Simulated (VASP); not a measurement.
# Pb (Fm-3m) in VASP: further runs, part 2 of 2

VASP 6.6.1. Earlier steps stand in the parts before.

**5. Single point, PBE**

This run uses another cell than the first one, of 32.01 Å³/atom.

INCAR

```
ALGO = Normal
EDIFF = 1E-6
ENCUT = 500
GGA = PE
GGA_COMPAT = F
ISIF = 2
ISMEAR = -1
LASPH = T
LCHARG = T
LELF = T
LREAL = F
LVHAR = T
LWAVE = F
NBANDS = 13
NELM = 120
PREC = Accurate
SIGMA = 0.05
```

KPOINTS

```
k-points
0
Gamma
  15 15 15
```

POSCAR

```
Pb
1.0
    0.0000000000      2.5200408862      2.5200408862
    2.5200408862      0.0000000000      2.5200408862
    2.5200408862      2.5200408862      0.0000000000
Pb
1
Direct
    0.0000000000      0.0000000000      0.0000000000
```

Potentials or basis: VASP PAW PBE potentials, release 64 (Pb_d).

Launch:

```console
$ cat potpaw_PBE.64/Pb_d/POTCAR > POTCAR
$ mpirun -np 1 vasp_std > vasp.out
```

OUTCAR:

```text
EDIFF = 1E-6
   ENCUT = 500
   GGA = PE
   ISIF = 2
   ISMEAR = -1
   LASPH = T
   LREAL = F
   NELM = 120
   PREC = Accurate

 ion  position               nearest neighbor table
   1  0.000  0.000  0.000-

  LATTYP: Found a face centered cubic cell.
 ALAT       =     5.0400817724

  Lattice vectors:

 A1 = (   0.0000000000,   2.5200408862,   2.5200408862)
 A2 = (   2.5200408862,   0.0000000000,   2.5200408862)
 A3 = (   2.5200408862,   2.5200408862,   0.0000000000)

Analysis of symmetry for initial positions (statically):
=====================================================================
 Subroutine PRICEL returns:
 Original cell was already a primitive cell.

 Routine SETGRP: Setting up the symmetry group for a
 face centered cubic supercell.

 Subroutine GETGRP returns: Found 48 space group operations
 (whereof 48 operations were pure point group operations)
 out of a pool of 48 trial point group operations.

The static configuration has the point symmetry O_h .

Analysis of symmetry for dynamics (positions and initial velocities):
=====================================================================
 Subroutine PRICEL returns:
 Original cell was already a primitive cell.

 Routine SETGRP: Setting up the symmetry group for a
 face centered cubic supercell.

 Subroutine GETGRP returns: Found 48 space group operations
 (whereof 48 operations were pure point group operations)
 out of a pool of 48 trial point group operations.

The dynamic configuration has the point symmetry O_h .

 Subroutine INISYM returns: Found 48 space group operations
 (whereof 48 operations are pure point group operations),
 and found     1 'primitive' translations

----------------------------------------------------------------------------------------

                                     Primitive cell

  volume of cell :      32.0076

  direct lattice vectors                    reciprocal lattice vectors
[... 113 lines left out ...]
   IVDW    =     0    specifies the selected vdW correction
   LEPSILON=     F    determine dielectric tensor
   LRPA    =     F    only Hartree local field effects (RPA)
 non-spin polarized calculation
  energy-cutoff  :      500.00
  volume of cell :       32.01
 maximum number of plane-waves:       869
 NGX is ok and might be reduce to    28
   NGX = 13   NGY = 13   NGZ = 13

 number of electron      14.0000003 magnetization

 Free energy of the ion-electron system (eV)
  ---------------------------------------------------
  ext. energy  EPLUGINS =         0.00000000
  ---------------------------------------------------
  free energy    TOTEN  =        -3.56755526 eV

  energy without entropy =       -3.56318257  energy(sigma->0) =       -3.56536892

 E-fermi :   6.6474     XC(G=0):  -9.9279

 val. band max:        6.6265712285   @ k =  -0.4667   0.3333   0.0000
 cond. band min:       6.7232819832   @ k =  -0.2667   0.2667   0.0000
 fundamental gap:      0.0967107548
 Fermi energy:         6.6474222380

 k-point     1 :       0.0000    0.0000    0.0000
  band No.  band energies     occupation
      1     -10.3467      2.00000
      2     -10.3467      2.00000
      3     -10.3467      2.00000
      4     -10.2286      2.00000
      5     -10.2286      2.00000
      6      -4.7081      2.00000
      7      13.6884      0.00000
      8      13.6884      0.00000
      9      13.6884      0.00000
     10      16.4153      0.00000
     11      17.3477      0.00000
     12      18.7860      0.00000
     13      18.7860      0.00000
[... 354 lines left out ...]
  band No.  band energies     occupation
      1     -10.3764      2.00000
      2     -10.2898      2.00000
      3     -10.2868      2.00000
      4     -10.2592      2.00000
      5     -10.1998      2.00000
      6      -3.9832      2.00000
      7      10.0354      0.00000
      8      11.7635      0.00000
      9      12.0390      0.00000
     10      15.2355      0.00000
     11      16.4372      0.00000
     12      20.1300      0.00000
     13      21.2762      0.00000

 [... further k-points ...]

------------------------ aborting loop because EDIFF is reached ----------------------------------------

  FORCE on cell =-STRESS in cart. coord.  units (eV):
  Direction    XX          YY          ZZ          XY          YZ          ZX
  --------------------------------------------------------------------------------------
  -------------------------------------------------------------------------------------
  Total       -0.0125902     -0.0125902     -0.0125902     -0.0000000      0.0000000     -0.0000000
  in kB       -0.6302165     -0.6302165     -0.6302165     -0.0000000      0.0000000     -0.0000000
  external PRESSURE =      -0.6302165 kB  Pullay stress =       0.0000000 kB

 VOLUME and BASIS-vectors are now :
 -----------------------------------------------------------------------------
  energy-cutoff  :      500.00
  volume of cell :       32.01
      direct lattice vectors                 reciprocal lattice vectors
     0.000000000  2.520040886  2.520040886    -0.198409479  0.198409479  0.198409479
     2.520040886  0.000000000  2.520040886     0.198409479 -0.198409479  0.198409479
     2.520040886  2.520040886  0.000000000     0.198409479  0.198409479 -0.198409479

 POSITION                                       TOTAL-FORCE (eV/Angst)
 -----------------------------------------------------------------------------------
      0.00000      0.00000      0.00000         0.000000      0.000000      0.000000
 -----------------------------------------------------------------------------------
    total drift:                               -0.000000     -0.000000     -0.000000

  FREE ENERGIE OF THE ION-ELECTRON SYSTEM (eV)
  ---------------------------------------------------
  free  energy   TOTEN  =        -3.5675552639 eV

  energy  without entropy=       -3.5631825672  energy(sigma->0) =       -3.56536892
```

Wall time 39 s (1 thread of Intel Xeon 6975P-C (Granite Rapids), shared host); peak memory 0.18 GiB.

Results:

* Free energy: -3.5676 eV
* Pressure: -0.1 GPa
* Band gap on the k mesh: zero (bands 7 and 8 overlap by 8.43 eV)

Caveat: spin-orbit coupling is left out, which moves the levels of the heavy elements.

**6. The runs side by side**

```tsv
cell	gap on the mesh (eV)	pressure (GPa)
a = 3.042 Å, angles 60.0°, 1 atom	none	59.9
a = 3.129 Å, angles 60.0°, 1 atom	none	39.9
a = 3.262 Å, angles 60.0°, 1 atom	none	19.9
a = 3.564 Å, angles 60.0°, 1 atom	none	-0.1
```

Alike in all rows: task single point; level PBE; potentials or basis VASP PAW PBE potentials, release 64 (Pb_d); no spin polarisation; k mesh 15 × 15 × 15; cutoff (eV) 500; smearing fermi-dirac 0.05 eV.

Caveats: spin-orbit coupling is left out, which moves the levels of the heavy elements; the cell stands under pressure (at least some runs).

Absolute energies hang on the potentials; compare differences alone.
